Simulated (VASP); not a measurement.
A run of VASP 6.6.1 is set up as follows.

Contents of INCAR:

```
SYSTEM = Mg3Te
  PREC = Accurate
  ENCUT = 520
  EDIFF = 1E-7
  ISMEAR = 0
  SIGMA = 0.1
  LREAL = .False.
  LASPH = .True.
  NELM = 80
  ALGO = Fast
  ISIF = 2
  LWAVE = .False.
  LCHARG = .True.
  GGA = PE
  LELF = .True.
  LVHAR = .True.
  NBANDS = 14
```

The input KPOINTS:

```
Automatic mesh
0
Gamma
  4 4 4
  0 0 0
```

File POSCAR:

```
Mg3Te
1.0
    4.4423910000      0.0000000000      0.0000000000
    0.0000000000      4.4423910000      0.0000000000
    0.0000000000      0.0000000000      4.4423910000
Mg Te
3 1
Direct
    0.5000000000      0.0000000000      0.0000000000
    0.0000000000      0.5000000000      0.0000000000
    0.0000000000      0.0000000000      0.5000000000
    0.0000000000      0.0000000000      0.0000000000
```

Potentials or basis: VASP PAW PBE potentials, release 64 (Mg, Te).

The run is started by

```sh
$ cat potpaw_PBE.64/Mg/POTCAR potpaw_PBE.64/Te/POTCAR > POTCAR
$ mpirun -np 1 vasp_std > vasp.out
```

(1) Predict the band gap on the k mesh.

(2) What does it give for the pressure?

Results:

(1) zero (band 6 reaches 6.60 eV, above the bottom of band 7 at 3.71 eV).

(2) 51.5 GPa.

Caveat: spin-orbit coupling is left out, which moves the levels of the heavy elements.
